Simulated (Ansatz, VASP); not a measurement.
# One calculation of InSb, two programs

INCAR

```
  PREC = Accurate
  ENCUT = 520
  EDIFF = 1E-6
  ISMEAR = 0
  SIGMA = 0.15
  LREAL = False
  LASPH = True
  NELM = 80
  ALGO = Normal
  ISIF = 2
  LWAVE = False
  LCHARG = True
  GGA = PE
  LELF = True
  LVHAR = True
  NBANDS = 16
```

KPOINTS

```
Automatic mesh
0
Gamma
  12 12 12
```

POSCAR

```
InSb
1.0
    0.0000000000      3.2391000000      3.3038820000
    3.2391000000      0.0000000000      3.3038820000
    3.2391000000      3.2391000000      0.0000000000
In Sb
1 1
Direct
    0.0000000000      0.0000000000      0.0000000000
    0.7500000000      0.7500000000      0.7500000000
```

Input for Ansatz:

```yaml
crystal:
  lattice:
    - [0.0, 3.2391, 3.303882]
    - [3.2391, 0.0, 3.303882]
    - [3.2391, 3.2391, 0.0]
  atoms:
    - { symbol: In, position: [0.0, 0.0, 0.0] }
    - { symbol: Sb, position: [0.75, 0.75, 0.75] }
basis:
  ecutwfc: 420
kpoints:
  mp_grid: { grid: [12, 12, 12] }
hamiltonian:
  xc: pbe
scf:
  occupations: { method: gaussian, width: 0.15 }
output:
  forces: true
  stress: true
  eigenvalues: true
```

Change from the starting cell: strain +0.0200 x Voigt [0, 0, 1, 0, 0, 0], atoms carried along.

Alike in both runs: task single point; functional PBE; k mesh 12 × 12 × 12; occupations gaussian, width 0.15 eV; no spin polarisation.

|  | VASP | Ansatz |
| --- | --- | --- |
| version | VASP 6.6.1 | Ansatz 0.2.0 |
| potentials or method | VASP PAW PBE potentials, release 64 (In_d, Sb), cutoff 520 eV | scalar-relativistic, plane waves, PAW |
| valence electrons in the cell | 18 | 28 |

```tsv
	VASP	Ansatz	Ansatz less VASP
gap on the k mesh at the Fermi level (eV)	none	none	-
pressure (GPa)	2.1	2.2	+0.03
traceless stress, the component that is largest in VASP (GPa)	-0.36	-0.36	0.000
```

A gap of «none» marks a metal or a gap that the smearing closes. VASP's potentials hold 18 valence electrons a cell and Ansatz's 28, so a difference there can come from the potentials and not from the codes.

Neither program's run includes spin-orbit coupling.
